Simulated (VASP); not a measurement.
# GaAs (Pm-3m) in VASP: a series of runs, part 2 of 2

VASP 6.6.1.

### Step 3. Single point, LDA

This run uses another cell than the first one, of 17.67 Å³/atom, 1.026 times its volume.

INCAR reads:

```
SYSTEM = GaAs
PREC = Accurate
ENCUT = 520
EDIFF = 1E-6
ISMEAR = 0
SIGMA = 0.05
LREAL = .FALSE.
LASPH = .TRUE.
NELM = 80
ALGO = Normal
ISIF = 2
LWAVE = .FALSE.
LCHARG = .FALSE.
GGA = CA
NBANDS = 16
```

KPOINTS reads:

```
Automatic mesh
0
G
  6 6 6
  0 0 0
```

POSCAR reads:

```
GaAs
1.0
    3.2813687181      0.0000000000      0.0000000000
    0.0000000000      3.2813687181      0.0000000000
    0.0000000000      0.0000000000      3.2813687181
Ga As
1 1
Direct
    0.0000000000      0.0000000000      0.0000000000
    0.5000000000      0.5000000000      0.5000000000
```

Potentials or basis: VASP PAW LDA potentials, release 64 (Ga_d, As).

On the command line:

```bash
$ cat potpaw_LDA.64/Ga_d/POTCAR potpaw_LDA.64/As/POTCAR > POTCAR
$ mpirun -np 1 vasp_std > vasp.out
```

OUTCAR:

```text
SYSTEM = GaAs
   PREC = Accurate
   ENCUT = 520
   EDIFF = 1E-6
   ISMEAR = 0
   LREAL = .FALSE.
   LASPH = .TRUE.
   NELM = 80
   ISIF = 2
   GGA = CA

 ion  position               nearest neighbor table
   1  0.000  0.000  0.000-   2 2.84   2 2.84   2 2.84   2 2.84   2 2.84   2 2.84   2 2.84   2 2.84

   2  0.500  0.500  0.500-   1 2.84   1 2.84   1 2.84   1 2.84   1 2.84   1 2.84   1 2.84   1 2.84

  LATTYP: Found a simple cubic cell.
 ALAT       =     3.2813687181

  Lattice vectors:

 A1 = (   3.2813687181,   0.0000000000,   0.0000000000)
 A2 = (   0.0000000000,   3.2813687181,   0.0000000000)
 A3 = (   0.0000000000,   0.0000000000,   3.2813687181)

Analysis of symmetry for initial positions (statically):
=====================================================================
 Subroutine PRICEL returns:
 Original cell was already a primitive cell.

 Routine SETGRP: Setting up the symmetry group for a
 simple cubic supercell.

 Subroutine GETGRP returns: Found 48 space group operations
 (whereof 48 operations were pure point group operations)
 out of a pool of 48 trial point group operations.

The static configuration has the point symmetry O_h .

Analysis of symmetry for dynamics (positions and initial velocities):
=====================================================================
 Subroutine PRICEL returns:
 Original cell was already a primitive cell.

 Routine SETGRP: Setting up the symmetry group for a
 simple cubic supercell.

 Subroutine GETGRP returns: Found 48 space group operations
 (whereof 48 operations were pure point group operations)
 out of a pool of 48 trial point group operations.

The dynamic configuration has the point symmetry O_h .

 Subroutine INISYM returns: Found 48 space group operations
 (whereof 48 operations are pure point group operations),
 and found     1 'primitive' translations

----------------------------------------------------------------------------------------

[... 106 lines left out ...]
     AMIX     =   0.40;   BMIX     =  1.00
     AMIX_MAG =   1.60;   BMIX_MAG =  1.00
  volume/ion in A,a.u.               =      17.67       119.22
  Fermi-wavevector in a.u.,A,eV,Ry     =   1.307507  2.470830 23.260168  1.709574
  Thomas-Fermi vector in A             =   2.438237
   LORBIT       =      0    0 simple, 1 ext, 2 COOP (PROOUT), +10 PAW based schemes
   GGA     = CA    functional components
   LHFCALC =     F    Hartree Fock is set to
   AEXX    =    0.0000 exact exchange contribution
   IVDW    =     0    specifies the selected vdW correction
   LEPSILON=     F    determine dielectric tensor
   LRPA    =     F    only Hartree local field effects (RPA)
 non-spin polarized calculation
 Gauss-broadening in eV      SIGMA  =   0.05
  energy-cutoff  :      520.00
  volume of cell :       35.33
 maximum number of plane-waves:       976
   NGX = 13   NGY = 13   NGZ = 13

 number of electron      18.0000023 magnetization

 Free energy of the ion-electron system (eV)
  ---------------------------------------------------
  ext. energy  EPLUGINS =         0.00000000
  ---------------------------------------------------
  free energy    TOTEN  =        -8.63590152 eV

  energy without entropy =       -8.63418367  energy(sigma->0) =       -8.63504259

 E-fermi :   6.5355     XC(G=0): -11.4392

 val. band max:        6.5017423751   @ k =   0.1667   0.1667   0.0000
 cond. band min:       6.5961356732   @ k =   0.5000   0.3333   0.1667
 fundamental gap:      0.0943932981
 Fermi energy:         6.5354894623

 k-point     1 :       0.0000    0.0000    0.0000
  band No.  band energies     occupation
      1      -8.4600      2.00000
      2      -8.4600      2.00000
      3      -8.3413      2.00000
      4      -8.3413      2.00000
      5      -8.3413      2.00000
      6      -7.5118      2.00000
[... 357 lines left out ...]
      3      -8.4650      2.00000
      4      -8.2787      2.00000
      5      -8.2787      2.00000
      6      -2.3061      2.00000
[... 8 lines left out ...]
     15      27.2983      0.00000
     16      27.2984      0.00000

------------------------ aborting loop because EDIFF is reached ----------------------------------------

  FORCE on cell =-STRESS in cart. coord.  units (eV):
  Direction    XX          YY          ZZ          XY          YZ          ZX
  --------------------------------------------------------------------------------------
  -------------------------------------------------------------------------------------
  Total        0.0699431      0.0699431      0.0699431      0.0000000      0.0000000     -0.0000000
  in kB        3.1716867      3.1716867      3.1716867      0.0000000      0.0000000     -0.0000000
  external PRESSURE =       3.1716867 kB  Pullay stress =       0.0000000 kB

 VOLUME and BASIS-vectors are now :
 -----------------------------------------------------------------------------
  energy-cutoff  :      520.00
  volume of cell :       35.33
      direct lattice vectors                 reciprocal lattice vectors
     3.281368718  0.000000000  0.000000000     0.304750879  0.000000000  0.000000000
     0.000000000  3.281368718  0.000000000     0.000000000  0.304750879  0.000000000
     0.000000000  0.000000000  3.281368718     0.000000000  0.000000000  0.304750879

 POSITION                                       TOTAL-FORCE (eV/Angst)
 -----------------------------------------------------------------------------------
      0.00000      0.00000      0.00000         0.000000      0.000000      0.000000
      1.64068      1.64068      1.64068         0.000000      0.000000      0.000000
 -----------------------------------------------------------------------------------
    total drift:                                0.000000      0.000000      0.000000

  FREE ENERGIE OF THE ION-ELECTRON SYSTEM (eV)
  ---------------------------------------------------
  free  energy   TOTEN  =        -8.6359015242 eV

  energy  without entropy=       -8.6341836658  energy(sigma->0) =       -8.63504259
```

OSZICAR:

```text
N       E                     dE             d eps       ncg     rms          rms(c)
DAV:   1     0.785722130243E+02    0.78572E+02   -0.88899E+03   656   0.169E+03
DAV:   2    -0.287629463799E+01   -0.81449E+02   -0.78205E+02   696   0.328E+02
DAV:   3    -0.862474559168E+01   -0.57485E+01   -0.57051E+01   864   0.626E+01
DAV:   4    -0.868968908174E+01   -0.64943E-01   -0.64935E-01   728   0.692E+00
DAV:   5    -0.869047863334E+01   -0.78955E-03   -0.78953E-03   904   0.732E-01    0.228E+00
DAV:   6    -0.864683465815E+01    0.43644E-01   -0.59628E-02   808   0.508E+00    0.130E+00
DAV:   7    -0.863687387555E+01    0.99608E-02   -0.13098E-02   960   0.132E+00    0.338E-01
DAV:   8    -0.863590339187E+01    0.97048E-03   -0.17782E-03   800   0.596E-01    0.362E-02
DAV:   9    -0.863590142490E+01    0.19670E-05   -0.10115E-04   808   0.109E-01    0.234E-02
DAV:  10    -0.863590152419E+01   -0.99289E-07   -0.31694E-06   744   0.201E-02
   1 F= -.86359015E+01 E0= -.86350426E+01  d E =-.171786E-02
```

Wall time 4.2 s (1 thread of Intel Xeon 6975P-C (Granite Rapids), shared host); peak memory 0.13 GiB.

Results:

```yaml
Free_energy: -8.6359 eV
Pressure: 0.3 GPa
Band_gap_on_the_k_mesh: zero (band 9 reaches 7.98 eV, above the bottom of band 10 at 4.28 eV)
```

Levels at points of the mesh, in eV from the Fermi level:
```csv
k point,band 6,band 7,band 8,band 9,band 10,band 11,band 12,band 13
"(0.00, 0.00, 0.00)",-14.05,-1.94,-0.75,-0.75,-0.75,4.78,4.78,10.23
"(0.50, 0.00, 0.00)",-11.90,-8.75,1.44,1.44,2.91,3.56,4.79,4.79
"(0.50, 0.50, 0.00)",-9.94,-5.59,-5.59,-4.95,2.41,7.22,7.32,7.32
"(0.50, 0.50, 0.50)",-8.84,-2.81,-2.81,-2.81,-2.25,-0.69,-0.69,-0.69
```
